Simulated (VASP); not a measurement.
# O2 in VASP: single point with BLYP

Aim: the single point of O2 with BLYP.

Everything below comes from runs of VASP 6.6.1. Logs are shortened: lines on timing, memory, paths and dates and some standing lists are left out, and cuts for length are marked.

## (1) The cell of the first run

The cell holds a molecule in a box, 2 atoms: a = 12.000 Å, b = 12.300 Å, c = 12.600 Å, α = 90.00°, β = 90.00°, γ = 90.00°.

## (2) Single point, BLYP, collinear spin, ferromagnetic start

Contents of INCAR:

```
SYSTEM = O
PREC = Accurate
ENCUT = 1000
EDIFF = 1E-6
ISMEAR = -1
SIGMA = 0.01
LREAL = .False.
LASPH = .True.
NELM = 200
ALGO = Normal
ISIF = 2
LWAVE = .False.
LCHARG = .False.
ISPIN = 2
MAGMOM = 1 1
LORBIT = 11
GGA = B5
ALDAX = 1.0
AGGAX = 1.0
AGGAC = 1.0
ALDAC = 0.0
NBANDS = 17
GGA_COMPAT = .False.
NELMDL = -8
```

Contents of KPOINTS:

```
regular mesh
0
Gamma
  1 1 1
  0 0 0
```

Contents of POSCAR:

```
O
1.0
   12.0000000000      0.0000000000      0.0000000000
    0.0000000000     12.3000000000      0.0000000000
    0.0000000000      0.0000000000     12.6000000000
O
2
Direct
    0.5000000000      0.5000000000      0.4513891672
    0.5000000000      0.5000000000      0.5486108328
```

Potentials or basis: VASP PAW PBE potentials, release 64 (O_h).

On the command line:

```bash
cat potpaw_PBE.64/O_h/POTCAR > POTCAR
mpirun -np 1 vasp_gam > vasp.out
```

OUTCAR:

```text
SYSTEM = O
   PREC = Accurate
   ENCUT = 1000
   EDIFF = 1E-6
   ISMEAR = -1
   LREAL = .False.
   LASPH = .True.
   NELM = 200
   ISIF = 2
   ISPIN = 2
   LORBIT = 11
   GGA = B5
   NELMDL = -8

 ion  position               nearest neighbor table
   1  0.500  0.500  0.451-   2 1.22
   2  0.500  0.500  0.549-   1 1.22

  LATTYP: Found a simple orthorhombic cell.
 ALAT       =    12.0000000000
 B/A-ratio  =     1.0250000000
 C/A-ratio  =     1.0500000000

  Lattice vectors:

 A1 = (  12.0000000000,   0.0000000000,   0.0000000000)
 A2 = (   0.0000000000,  12.3000000000,   0.0000000000)
 A3 = (   0.0000000000,   0.0000000000,  12.6000000000)

Analysis of symmetry for initial positions (statically):
=====================================================================
 Subroutine PRICEL returns:
 Original cell was already a primitive cell.

 Routine SETGRP: Setting up the symmetry group for a
 simple orthorhombic supercell.

 Subroutine GETGRP returns: Found  8 space group operations
 (whereof  8 operations were pure point group operations)
 out of a pool of  8 trial point group operations.

The static configuration has the point symmetry D_2h.

Analysis of symmetry for dynamics (positions and initial velocities):
=====================================================================
 Subroutine PRICEL returns:
 Original cell was already a primitive cell.

 Routine SETGRP: Setting up the symmetry group for a
 simple orthorhombic supercell.

 Subroutine GETGRP returns: Found  8 space group operations
 (whereof  8 operations were pure point group operations)
 out of a pool of  8 trial point group operations.

The dynamic configuration has the point symmetry D_2h.

Analysis of structural, dynamic, and magnetic symmetry:
=====================================================================
 Subroutine PRICEL returns:
 Original cell was already a primitive cell.

 Routine SETGRP: Setting up the symmetry group for a
 simple orthorhombic supercell.

 Subroutine GETGRP returns: Found  8 space group operations
 (whereof  8 operations were pure point group operations)
 out of a pool of  8 trial point group operations.

The overall configuration has the point symmetry D_2h.

 Subroutine INISYM returns: Found  8 space group operations
 (whereof  8 operations are pure point group operations),
 and found     1 'primitive' translations

----------------------------------------------------------------------------------------

                                     Primitive cell

  volume of cell :    1859.7600

  direct lattice vectors                    reciprocal lattice vectors
    12.000000000  0.000000000  0.000000000     0.083333333  0.000000000  0.000000000
     0.000000000 12.300000000  0.000000000     0.000000000  0.081300813  0.000000000
     0.000000000  0.000000000 12.600000000     0.000000000  0.000000000  0.079365079

  length of vectors
    12.000000000 12.300000000 12.600000000     0.083333333  0.081300813  0.079365079

  position of ions in fractional coordinates (direct lattice)
     0.500000000  0.500000000  0.451389167
     0.500000000  0.500000000  0.548610833

  ion indices of the primitive-cell ions
   primitive index   ion index
                 1           1
                 2           2

----------------------------------------------------------------------------------------

 KPOINTS: regular mesh

Automatic generation of k-mesh.
 Grid dimensions read from file:
 generate k-points for:    1    1    1

 Generating k-lattice:

  Cartesian coordinates                     Fractional coordinates (reciprocal lattice)
     0.083333333  0.000000000  0.000000000     1.000000000  0.000000000  0.000000000
     0.000000000  0.081300813  0.000000000     0.000000000  1.000000000  0.000000000
     0.000000000  0.000000000  0.079365079     0.000000000  0.000000000  1.000000000

  Length of vectors
     0.083333333  0.081300813  0.079365079

  Shift w.r.t. Gamma in fractional coordinates (k-lattice)
     0.000000000  0.000000000  0.000000000

 Subroutine IBZKPT returns following result:
 ===========================================

 Found      1 irreducible k-points:

 Following reciprocal coordinates:
            Coordinates               Weight
  0.000000  0.000000  0.000000      1.000000
   k-points           NKPTS =      1   k-points in BZ     NKDIM =      1   number of bands    NBANDS=     17
   number of dos      NEDOS =    301   number of ions     NIONS =      2
   total plane-waves  NPLWV = ******
   dimension x,y,z NGX =   126 NGY =  128 NGZ =  140
   dimension x,y,z NGXF=   252 NGYF=  256 NGZF=  280
   ions per type =               2
   NGX,Y,Z   is equivalent  to a cutoff of  17.46, 17.30, 18.47 a.u.
   NGXF,Y,Z  is equivalent  to a cutoff of  34.91, 34.60, 36.94 a.u.
 SYSTEM =  O
   PREC   = accura    normal or accurate (medium, high low for compatibility)
   ISTART =      0    job   : 0-new  1-cont  2-samecut
   ICHARG =      2    charge: 1-file 2-atom 10-const
   ISPIN  =      2    spin polarized calculation?
   LNONCOLLINEAR =      F non collinear calculations
   LSORBIT =      F    spin-orbit coupling
   LASPH  =      T    aspherical Exc in radial PAW
   ENCUT  = 1000.0 eV  73.50 Ry    8.57 a.u.  30.94 31.71 32.49*2*pi/ulx,y,z
   NELM   =    200;   NELMIN=  2; NELMDL= -8     # of ELM steps
   EDIFF  = 0.1E-05   stopping-criterion for ELM
   LREAL  =      F    real-space projection
   EDIFFG = 0.1E-04   stopping-criterion for IOM
   NSW    =      0    number of steps for IOM
   IBRION =     -1    ionic relax: 0-MD 1-quasi-New 2-CG
   NFREE  =      0    steps in history (QN), initial steepest desc. (CG)
   ISIF   =      2    stress and relaxation
   ISYM   =      2    0-nonsym 1-usesym 2-fastsym
   POTIM  = 0.5000    time-step for ionic-motion
   TEBEG  =    0.0;   TEEND  =   0.0 temperature during run
   PSTRESS=    0.0 pullay stress
   NELECT =      12.0000    total number of electrons
   NUPDOWN=      -1.0000    fix difference up-down
   EMIN   =  10.00;   EMAX   =-10.00  energy-range for DOS
   EFERMI =   0.00;   METHOD = LEGACY
   ISMEAR =    -1;   SIGMA  =   0.01  broadening in eV -4-tet -1-fermi 0-gaus
   EFERMI_NEDOS =   21; number of points for ismear=-14 and -15
   IALGO  =     38    algorithm
   IMIX   =      4    mixing-type and parameters
     AMIX     =   0.40;   BMIX     =  1.00
     AMIX_MAG =   1.60;   BMIX_MAG =  1.00
  volume/ion in A,a.u.               =     929.88      6275.14
  Fermi-wavevector in a.u.,A,eV,Ry     =   0.304778  0.575946  1.263836  0.092889
  Thomas-Fermi vector in A             =   1.177187
   LORBIT       =     11    0 simple, 1 ext, 2 COOP (PROOUT), +10 PAW based schemes
   GGA     = B5    functional components
   LHFCALC =     F    Hartree Fock is set to
   AEXX    =    0.0000 exact exchange contribution
   IVDW    =     0    specifies the selected vdW correction
   LEPSILON=     F    determine dielectric tensor
   LRPA    =     F    only Hartree local field effects (RPA)
 spin polarized calculation
  energy-cutoff  :     1000.00
  volume of cell :     1859.76
 maximum number of plane-waves:     66766
 NGX is ok and might be reduce to   126
   NGX = 61   NGY = 63   NGZ = 65

 number of electron      11.9999996 magnetization       1.9999995

 Free energy of the ion-electron system (eV)
  ---------------------------------------------------
  ext. energy  EPLUGINS =         0.00000000
  ---------------------------------------------------
  free energy    TOTEN  =        -9.57267943 eV

  energy without entropy =       -9.57267943  energy(sigma->0) =       -9.57267943

 E-fermi :  -6.5084     XC(G=0):  -0.2843

 val. band max:       -6.8549043681   @ k =   0.0000   0.0000   0.0000
 cond. band min:      -4.5547506485   @ k =   0.0000   0.0000   0.0000
 fundamental gap:      2.3001537196
 Fermi energy:        -6.5084259602

 spin component 1

 k-point     1 :       0.0000    0.0000    0.0000
  band No.  band energies     occupation
      1     -32.2877      1.00000
      2     -20.4285      1.00000
      3     -13.3148      1.00000
      4     -13.2214      1.00000
      5     -13.2214      1.00000
      6      -6.8549      1.00000
[... 9 lines left out ...]
     16       1.7107      0.00000
     17       1.7360      0.00000
 Fermi energy:        -6.5084259602

 spin component 2

 k-point     1 :       0.0000    0.0000    0.0000
  band No.  band energies     occupation
      1     -31.1007      1.00000
      2     -18.6379      1.00000
      3     -12.4467      1.00000
      4     -11.3610      1.00000
      5     -11.3610      1.00000
      6      -4.5548      0.00000
[... 9 lines left out ...]
     16       1.7463      0.00000
     17       1.7715      0.00000

------------------------ aborting loop because EDIFF is reached ----------------------------------------

  FORCE on cell =-STRESS in cart. coord.  units (eV):
  Direction    XX          YY          ZZ          XY          YZ          ZX
  --------------------------------------------------------------------------------------
  -------------------------------------------------------------------------------------
  Total       -0.0080849     -0.0080729      0.3966787      0.0000000      0.0000000      0.0000000
  in kB       -0.0069651     -0.0069548      0.3417375      0.0000000      0.0000000      0.0000000
  external PRESSURE =       0.1092725 kB  Pullay stress =       0.0000000 kB

 VOLUME and BASIS-vectors are now :
 -----------------------------------------------------------------------------
  energy-cutoff  :     1000.00
  volume of cell :     1859.76
      direct lattice vectors                 reciprocal lattice vectors
    12.000000000  0.000000000  0.000000000     0.083333333  0.000000000  0.000000000
     0.000000000 12.300000000  0.000000000     0.000000000  0.081300813  0.000000000
     0.000000000  0.000000000 12.600000000     0.000000000  0.000000000  0.079365079

 POSITION                                       TOTAL-FORCE (eV/Angst)
 -----------------------------------------------------------------------------------
      6.00000      6.15000      5.68750         0.000000      0.000000     -0.334573
      6.00000      6.15000      6.91250         0.000000     -0.000000      0.334573
 -----------------------------------------------------------------------------------
    total drift:                                0.000000     -0.000000      0.000000

  FREE ENERGIE OF THE ION-ELECTRON SYSTEM (eV)
  ---------------------------------------------------
  free  energy   TOTEN  =        -9.5726794318 eV

  energy  without entropy=       -9.5726794318  energy(sigma->0) =       -9.57267943

 total charge

# of ion       s       p       d       tot
------------------------------------------
    1        1.088   2.216   0.000   3.304
    2        1.088   2.216   0.000   3.304
--------------------------------------------------
tot          2.176   4.432   0.000   6.608

 magnetization (x)

# of ion       s       p       d       tot
------------------------------------------
    1        0.015   0.612   0.000   0.627
    2        0.015   0.612   0.000   0.627
--------------------------------------------------
tot          0.030   1.223   0.000   1.253
```

Run time: 18 min. Hardware: 1 thread of Intel Xeon Platinum 8488C (Sapphire Rapids), shared host; peak memory 4.8 GiB.

Results:

- Free energy: -9.5727 eV
- Largest force: 0.335 eV/Å
- Gap between the frontier levels: 2.30 eV
- Net moment: 2.00 μB per cell
- Site moments: O +0.63 μB
- Valence electrons inside the program's atomic spheres: O 3.30

Forces in eV/Å, atoms in the order of the input:
```
O    0.000  0.000 -0.335
O    0.000  0.000  0.335
```

Levels at points of the mesh, in eV from the valence-band top:
Spin up:
| k point | band 3 | band 4 | band 5 | band 6 | band 7 | band 8 | band 9 | band 10 | band 11 | band 12 |
| --- | --- | --- | --- | --- | --- | --- | --- | --- | --- | --- |
| (0.00, 0.00, 0.00) | -6.46 | -6.37 | -6.37 | 0.00 | 0.00 | 6.67 | 7.48 | 7.51 | 7.70 | 7.74 |
Spin down:
```
           k point  band 1  band 2  band 3  band 4  band 5  band 6  band 7  band 8  band 9  band 10
(0.00, 0.00, 0.00)  -24.25  -11.78   -5.59   -4.51   -4.51    2.30    2.30    6.72    7.55     7.59
```

Caveat: the PAW data sets were made with another functional, which shifts forces and pressure a little.
